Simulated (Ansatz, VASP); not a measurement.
# Hg: VASP beside Ansatz

Contents of INCAR:

```
PREC = Accurate ; ENCUT = 520
EDIFF = 1E-7 ; ISMEAR = 0
SIGMA = 0.15 ; LREAL = F
LASPH = T ; NELM = 100
ALGO = Fast ; ISIF = 2
LWAVE = F ; LCHARG = F
GGA = PS ; IVDW = 12
NBANDS = 19
```

The input KPOINTS:

```
Automatic mesh
0
Gamma
  18 18 10
```

The input POSCAR:

```
Hg
1.0
    3.0294015116      0.0000000000      0.0000000000
   -1.5147007558      2.6235386673      0.0000000000
    0.0000000000      0.0000000000      5.2608586650
Hg
2
Direct
    0.6666666667      0.3333333333      0.7500000000
    0.3333333333      0.6666666667      0.2500000000
```

Input for Ansatz:

```yaml
crystal:
  lattice:
    - [3.0294015116, 0.0, 0.0]
    - [-1.5147007558, 2.6235386673, 0.0]
    - [0.0, 0.0, 5.260858665]
  atoms:
    - { symbol: Hg, position: [0.6666666667, 0.3333333333, 0.75] }
    - { symbol: Hg, position: [0.3333333333, 0.6666666667, 0.25] }
basis:
  ecutwfc: 420
kpoints:
  mp_grid: { grid: [18, 18, 10] }
hamiltonian:
  xc: pbesol
  dispersion: d3bj
scf:
  occupations: { method: gaussian, width: 0.15 }
output:
  forces: true
  stress: true
  eigenvalues: true
```

Alike in both runs: task single point; functional PBEsol; dispersion D3(BJ); k mesh 18 × 18 × 10; occupations gaussian, width 0.15 eV; no spin polarisation.

|  | VASP | Ansatz |
| --- | --- | --- |
| version | VASP 6.6.1 | Ansatz 0.2.0 |
| potentials or method | VASP PAW PBE potentials, release 64 (Hg), cutoff 520 eV | scalar-relativistic, plane waves, PAW |
| valence electrons in the cell | 24 | 40 |

Ansatz gave:

```
gap on the k mesh at the Fermi level (eV)                     : none
pressure (GPa)                                                : 2.4
traceless stress, the component that is largest in VASP (GPa) : -0.18
```

Q: Estimate VASP's values.

A: gap on the k mesh at the Fermi level (eV): none; pressure (GPa): 3.1; traceless stress, the component that is largest in VASP (GPa): -0.32.

VASP's potentials were made for PBE, not for PBEsol. A gap of «none» marks a metal or a gap that the smearing closes. VASP's potentials hold 24 valence electrons a cell and Ansatz's 40, so a difference there can come from the potentials and not from the codes.

Spin-orbit coupling is off throughout.
